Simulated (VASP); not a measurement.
Here is a VASP 6.6.1 calculation.

The input INCAR:

```
PREC = Accurate
ENCUT = 520
EDIFF = 1E-6
ISMEAR = -1
SIGMA = 0.05
LREAL = F
LASPH = T
NELM = 60
ALGO = Fast
ISIF = 2
LWAVE = F
LCHARG = F
GGA = CA
NBANDS = 16
```

Contents of KPOINTS:

```
regular mesh
0
Gamma
  7 7 9
```

The input POSCAR:

```
Al2Cu
1.0
    4.1051820000      0.0000000000      0.0000000000
    0.0000000000      4.1051820000      0.0000000000
    0.0000000000      0.0000000000      2.8913130000
Cu Al
1 2
Direct
    0.0000000000      0.0000000000      0.0000000000
    0.0000000000      0.5000000000      0.5000000000
    0.5000000000      0.0000000000      0.5000000000
```

Potentials or basis: VASP PAW LDA potentials, release 64 (Cu, Al).

Command:

```console
$ cat potpaw_LDA.64/Cu/POTCAR potpaw_LDA.64/Al/POTCAR > POTCAR
$ mpirun -np 1 vasp_std > vasp.out
```

**Question.** Predict the pressure.

**Answer.** -4.8 GPa.

Stress tensor (GPa, compression positive):
```
-4.35  0.00  0.00
 0.00 -4.35  0.00
 0.00  0.00 -5.63
```
